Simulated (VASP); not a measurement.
# GaN (P6_3mc) in VASP: single point with PBE

Aim: the single point of GaN with PBE.

Everything below comes from runs of VASP 6.6.1. Logs are shortened: lines on timing, memory, paths and dates and some standing lists are left out, and cuts for length are marked.

**1. The cell of the first run**

Symmetry: P6_3mc, No. 186, hexagonal system. Conventional cell: a = 3.180 Å, b = 3.180 Å, c = 5.166 Å, α = 90.00°, β = 90.00°, γ = 120.00°. Ga (site symmetry 3m) has 4 N at 1.94 to 1.95 Å within 2.6 Å. N (site symmetry 3m) has 4 Ga at 1.94 to 1.95 Å within 2.6 Å.

**2. Single point, PBE**

INCAR

```
SYSTEM = GaN
PREC = Accurate
ENCUT = 520
EDIFF = 1E-7
ISMEAR = 0
SIGMA = 0.1
LREAL = Auto
LASPH = .True.
NELM = 60
ALGO = Normal
ISIF = 2
LWAVE = .False.
LCHARG = .True.
GGA = PE
LELF = .True.
LVHAR = .True.
NBANDS = 86
ISYM = 0
```

KPOINTS

```
Automatic mesh
0
Gamma
  2 2 2
  0.5 0.5 0.5
```

POSCAR

```
GaN
1.0
   -1.5899998302     -2.7539604900     -5.1660000000
   -1.5899998302     -2.7539604900      5.1660000000
   -3.1799996605      5.5079209800      0.0000000000
Ga N
8 8
Direct
    0.3333333333      0.3333333333      0.1666666667
    0.3333333333      0.3333333333      0.6666666667
    0.8333333333      0.8333333333      0.1666666667
    0.8333333333      0.8333333333      0.6666666667
    0.9166666667      0.4166666667      0.8333333333
    0.9166666667      0.4166666667      0.3333333333
    0.4166666667      0.9166666667      0.8333333333
    0.4166666667      0.9166666667      0.3333333333
    0.1458333333      0.5208333333      0.1666666667
    0.1458333333      0.5208333333      0.6666666667
    0.6458333333      0.0208333333      0.1666666667
    0.6458333333      0.0208333333      0.6666666667
    0.7291666667      0.6041666667      0.8333333333
    0.7291666667      0.6041666667      0.3333333333
    0.2291666667      0.1041666667      0.8333333333
    0.2291666667      0.1041666667      0.3333333333
```

Potentials or basis: VASP PAW PBE potentials, release 64 (Ga_d, N).

On the command line:

```sh
cat potpaw_PBE.64/Ga_d/POTCAR potpaw_PBE.64/N/POTCAR > POTCAR
mpirun -np 1 vasp_std > vasp.out
```

OUTCAR:

```text
SYSTEM = GaN
   PREC = Accurate
   ENCUT = 520
   EDIFF = 1E-7
   ISMEAR = 0
   LREAL = Auto
   LASPH = .True.
   NELM = 60
   ISIF = 2
   GGA = PE
   ISYM = 0

 ion  position               nearest neighbor table
   1  0.333  0.333  0.167-   9 1.94  16 1.95  14 1.95  15 1.95
   2  0.333  0.333  0.667-  10 1.94  15 1.95  13 1.95  16 1.95
   3  0.833  0.833  0.167-  11 1.94  14 1.95  16 1.95  13 1.95
   4  0.833  0.833  0.667-  12 1.94  13 1.95  15 1.95  14 1.95
   5  0.917  0.417  0.833-  13 1.94  10 1.95  12 1.95   9 1.95
   6  0.917  0.417  0.333-  14 1.94   9 1.95  11 1.95  10 1.95
[... 8 lines left out ...]
  15  0.229  0.104  0.833-   7 1.94   2 1.95   4 1.95   1 1.95
  16  0.229  0.104  0.333-   8 1.94   1 1.95   3 1.95   2 1.95

IMPORTANT INFORMATION: All symmetrisations will be switched off!
NOSYMM: (Re-)initialisation of all symmetry stuff for point group C_1.

----------------------------------------------------------------------------------------

                                     Primitive cell

  volume of cell :     180.9669

  direct lattice vectors                    reciprocal lattice vectors
    -1.589999830 -2.753960490 -5.166000000    -0.157232721 -0.090778354 -0.096786682
    -1.589999830 -2.753960490  5.166000000    -0.157232721 -0.090778354  0.096786682
    -3.179999661  5.507920980  0.000000000    -0.157232721  0.090778354  0.000000000

  length of vectors
     6.066296551  6.066296551  6.359999321     0.205743773  0.205743773  0.181556708

  position of ions in fractional coordinates (direct lattice)
     0.333333333  0.333333333  0.166666667
     0.333333333  0.333333333  0.666666667
     0.833333333  0.833333333  0.166666667
     0.833333333  0.833333333  0.666666667
     0.916666667  0.416666667  0.833333333
     0.916666667  0.416666667  0.333333333
[... 8 lines left out ...]
     0.229166667  0.104166667  0.833333333
     0.229166667  0.104166667  0.333333333

  ion indices of the primitive-cell ions
   primitive index   ion index
                 1           1
                 2           2
                 3           3
                 4           4
                 5           5
                 6           6
[... 8 lines left out ...]
                15          15
                16          16

----------------------------------------------------------------------------------------

 KPOINTS: Automatic mesh

Automatic generation of k-mesh.
 Grid dimensions read from file:
 generate k-points for:    2    2    2

 Generating k-lattice:

  Cartesian coordinates                     Fractional coordinates (reciprocal lattice)
    -0.078616361 -0.045389177 -0.048393341     0.500000000 -0.000000000 -0.000000000
    -0.078616361 -0.045389177  0.048393341    -0.000000000  0.500000000 -0.000000000
    -0.078616361  0.045389177  0.000000000    -0.000000000 -0.000000000  0.500000000

  Length of vectors
     0.102871886  0.102871886  0.090778354

  Shift w.r.t. Gamma in fractional coordinates (k-lattice)
     0.500000000  0.500000000  0.500000000

 Subroutine IBZKPT returns following result:
 ===========================================

 Found      4 irreducible k-points:

 Following reciprocal coordinates:
            Coordinates               Weight
  0.250000  0.250000  0.250000      2.000000
 -0.250000  0.250000  0.250000      2.000000
 -0.250000  0.250000 -0.250000      2.000000
 -0.250000 -0.250000  0.250000      2.000000
   k-points           NKPTS =      4   k-points in BZ     NKDIM =      4   number of bands    NBANDS=     86
   number of dos      NEDOS =    301   number of ions     NIONS =     16
   total plane-waves  NPLWV = 110592
   dimension x,y,z NGX =    48 NGY =   48 NGZ =   48
   dimension x,y,z NGXF=    96 NGYF=   96 NGZF=   96
   ions per type =               8   8
   NGX,Y,Z   is equivalent  to a cutoff of  13.15, 13.15, 12.55 a.u.
   NGXF,Y,Z  is equivalent  to a cutoff of  26.31, 26.31, 25.09 a.u.
 SYSTEM =  GaN
   PREC   = accura    normal or accurate (medium, high low for compatibility)
   ISTART =      0    job   : 0-new  1-cont  2-samecut
   ICHARG =      2    charge: 1-file 2-atom 10-const
   ISPIN  =      1    spin polarized calculation?
   LNONCOLLINEAR =      F non collinear calculations
   LSORBIT =      F    spin-orbit coupling
   LASPH  =      T    aspherical Exc in radial PAW
   ENCUT  =  520.0 eV  38.22 Ry    6.18 a.u.  11.28 11.28 11.83*2*pi/ulx,y,z
   NELM   =     60;   NELMIN=  2; NELMDL= -5     # of ELM steps
   EDIFF  = 0.1E-06   stopping-criterion for ELM
   LREAL  =      T    real-space projection
   EDIFFG = 0.1E-05   stopping-criterion for IOM
   NSW    =      0    number of steps for IOM
   IBRION =     -1    ionic relax: 0-MD 1-quasi-New 2-CG
   NFREE  =      0    steps in history (QN), initial steepest desc. (CG)
   ISIF   =      2    stress and relaxation
   ISYM   =      0    0-nonsym 1-usesym 2-fastsym
   POTIM  = 0.5000    time-step for ionic-motion
   TEBEG  =    0.0;   TEEND  =   0.0 temperature during run
   PSTRESS=    0.0 pullay stress
   NELECT =     144.0000    total number of electrons
   NUPDOWN=      -1.0000    fix difference up-down
   EMIN   =  10.00;   EMAX   =-10.00  energy-range for DOS
   EFERMI =   0.00;   METHOD = LEGACY
   ISMEAR =     0;   SIGMA  =   0.10  broadening in eV -4-tet -1-fermi 0-gaus
   EFERMI_NEDOS =   21; number of points for ismear=-14 and -15
   IALGO  =     38    algorithm
   IMIX   =      4    mixing-type and parameters
     AMIX     =   0.40;   BMIX     =  1.00
     AMIX_MAG =   1.60;   BMIX_MAG =  1.00
  volume/ion in A,a.u.               =      11.31        76.33
  Fermi-wavevector in a.u.,A,eV,Ry     =   1.517036  2.866783 31.312431  2.301399
  Thomas-Fermi vector in A             =   2.626346
   LORBIT       =      0    0 simple, 1 ext, 2 COOP (PROOUT), +10 PAW based schemes
   GGA     = PE    functional components
   LHFCALC =     F    Hartree Fock is set to
   AEXX    =    0.0000 exact exchange contribution
   IVDW    =     0    specifies the selected vdW correction
   LEPSILON=     F    determine dielectric tensor
   LRPA    =     F    only Hartree local field effects (RPA)
 non-spin polarized calculation
 Gauss-broadening in eV      SIGMA  =   0.10
  energy-cutoff  :      520.00
  volume of cell :      180.97
 maximum number of plane-waves:      4878
 NGX is ok and might be reduce to    48
   NGX = 23   NGY = 23   NGZ = 23

 number of electron     144.0000075 magnetization

 Free energy of the ion-electron system (eV)
  ---------------------------------------------------
  ext. energy  EPLUGINS =         0.00000000
  ---------------------------------------------------
  free energy    TOTEN  =       -97.25895204 eV

  energy without entropy =      -97.25895204  energy(sigma->0) =      -97.25895204

 E-fermi :   5.5691     XC(G=0): -11.7243

 val. band max:        5.0921585612   @ k =  -0.2500   0.2500   0.2500
 cond. band min:       9.1969821130   @ k =  -0.2500   0.2500   0.2500
 fundamental gap:      4.1048235519
 Fermi energy:         5.5690914553

 k-point     1 :       0.2500    0.2500    0.2500
  band No.  band energies     occupation
      1      -9.8990      2.00000
      2      -9.8990      2.00000
      3      -9.8134      2.00000
      4      -9.8134      2.00000
      5      -9.5373      2.00000
      6      -9.5373      2.00000
[... 76 lines left out ...]
     83      13.0341      0.00000
     84      13.0348      0.00000

 k-point     2 :      -0.2500    0.2500    0.2500
  band No.  band energies     occupation
      1     -10.3257      2.00000
      2      -9.7394      2.00000
      3      -9.7113      2.00000
      4      -9.6444      2.00000
      5      -9.6444      2.00000
      6      -9.5352      2.00000
[... 76 lines left out ...]
     83      12.8211      0.00000
     84      13.4959      0.00000

 k-point     3 :      -0.2500    0.2500   -0.2500
  band No.  band energies     occupation
      1     -10.3257      2.00000
      2      -9.7394      2.00000
      3      -9.7113      2.00000
      4      -9.6444      2.00000
      5      -9.6444      2.00000
      6      -9.5352      2.00000
[... 76 lines left out ...]
     83      12.8211      0.00000
     84      13.4959      0.00000

 k-point     4 :      -0.2500   -0.2500    0.2500
  band No.  band energies     occupation
      1     -10.2360      2.00000
      2      -9.6420      2.00000
      3      -9.6420      2.00000
      4      -9.6420      2.00000
      5      -9.6420      2.00000
      6      -9.6026      2.00000
[... 76 lines left out ...]
     83      13.3123      0.00000
     84      13.3132      0.00000
 [bands above 84 left out]

------------------------ aborting loop because EDIFF is reached ----------------------------------------

  FORCE on cell =-STRESS in cart. coord.  units (eV):
  Direction    XX          YY          ZZ          XY          YZ          ZX
  --------------------------------------------------------------------------------------
  -------------------------------------------------------------------------------------
  Total        7.0544985      7.5898042     10.1174300      0.4631234      0.0000096     -0.0000069
  in kB       62.4564878     67.1957776     89.5739280      4.1002293      0.0000850     -0.0000609
  external PRESSURE =      73.0753978 kB  Pullay stress =       0.0000000 kB

 VOLUME and BASIS-vectors are now :
 -----------------------------------------------------------------------------
  energy-cutoff  :      520.00
  volume of cell :      180.97
      direct lattice vectors                 reciprocal lattice vectors
    -1.589999830 -2.753960490 -5.166000000    -0.157232721 -0.090778354 -0.096786682
    -1.589999830 -2.753960490  5.166000000    -0.157232721 -0.090778354  0.096786682
    -3.179999661  5.507920980  0.000000000    -0.157232721  0.090778354  0.000000000

 POSITION                                       TOTAL-FORCE (eV/Angst)
 -----------------------------------------------------------------------------------
     -1.59000     -0.91799      0.00000         0.004065     -0.002365     -0.141504
     -3.18000      1.83597      0.00000         0.004064     -0.002325     -0.141514
     -3.18000     -3.67195      0.00000         0.004087     -0.002328     -0.141507
     -4.77000     -0.91799      0.00000         0.004072     -0.002354     -0.141499
     -4.77000      0.91799     -2.58300        -0.004099      0.002351     -0.141481
     -3.18000     -1.83597     -2.58300        -0.004053      0.002336     -0.141435
[... 8 lines left out ...]
     -3.18000      3.67195     -0.64575         0.023534     -0.013598      0.141477
     -1.59000      0.91799     -0.64575         0.023511     -0.013571      0.141531
 -----------------------------------------------------------------------------------
    total drift:                               -0.000014     -0.000036     -0.004316

  FREE ENERGIE OF THE ION-ELECTRON SYSTEM (eV)
  ---------------------------------------------------
  free  energy   TOTEN  =       -97.2589520391 eV

  energy  without entropy=      -97.2589520391  energy(sigma->0) =      -97.25895204
```

Wall time 3.3 min (1 thread of Intel Xeon Platinum 8259CL at 2.50GHz (Skylake/Cascade Lake), shared host); peak memory 0.32 GiB.

Results:

```
Free energy            : -97.2590 eV
Pressure               : 7.3 GPa
Largest force          : 0.144 eV/Å
Band gap on the k mesh : 4.10 eV
```

Forces on the atoms (eV/Å):
```
Ga   0.004 -0.002 -0.142
Ga   0.004 -0.002 -0.142
Ga   0.004 -0.002 -0.142
Ga   0.004 -0.002 -0.141
Ga  -0.004  0.002 -0.141
Ga  -0.004  0.002 -0.141
Ga  -0.004  0.002 -0.141
Ga  -0.004  0.002 -0.141
N   -0.024  0.014  0.141
N   -0.024  0.014  0.141
N   -0.024  0.014  0.141
N   -0.024  0.014  0.141
N    0.024 -0.014  0.141
N    0.024 -0.014  0.141
N    0.024 -0.014  0.141
N    0.024 -0.014  0.142
```

Stress tensor (GPa, compression positive):
```
6.25 0.41 0.00
0.41 6.72 0.00
0.00 0.00 8.96
```

Caveat: the k points lie up to 0.65 Å⁻¹ apart; a shifted mesh leaves out Γ, where band edges can lie. A k mesh can miss the band edges.
